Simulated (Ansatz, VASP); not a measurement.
## Zr3Ag in VASP and in Ansatz

```
Zr Ag
1.0
     4.50429    0.00000    0.00000
     0.00000    4.50429    0.00000
     0.00000    0.00000    3.93213
Zr Ag
3 1
Cartesian
  2.2521 2.2521 0.0000
  0.0000 2.2521 1.9661
  2.2521 0.0000 1.9661
  0.0000 0.0000 0.0000
```

Change from the starting cell: volume scaled by 0.96, crystal datasets.

Alike in both runs: task electric field gradients; functional LDA; k mesh 7 × 7 × 8; occupations fermi-dirac, width 0.05 eV; no spin polarisation.

|  | VASP | Ansatz |
| --- | --- | --- |
| version | VASP 6.6.1 | Ansatz 0.2.0 |
| potentials or method | VASP PAW LDA potentials, release 64 (Zr_sv, Ag), cutoff 520 eV | all-electron PAW with datasets made for the crystal, scalar-relativistic |

```csv
,VASP,Ansatz,Ansatz less VASP
pressure (GPa),-0.6,-0.8,-0.14
"traceless stress, the component that is largest in VASP (GPa)",1.65,1.67,+0.022
size of Vzz on the site where it differs most (V/Å²),52.2,45.3,-6.83
```

LDA's correlation is that of Perdew and Zunger in VASP and of Perdew and Wang (1992) in Ansatz. Ansatz ran all-electron here, and VASP with PAW potentials.
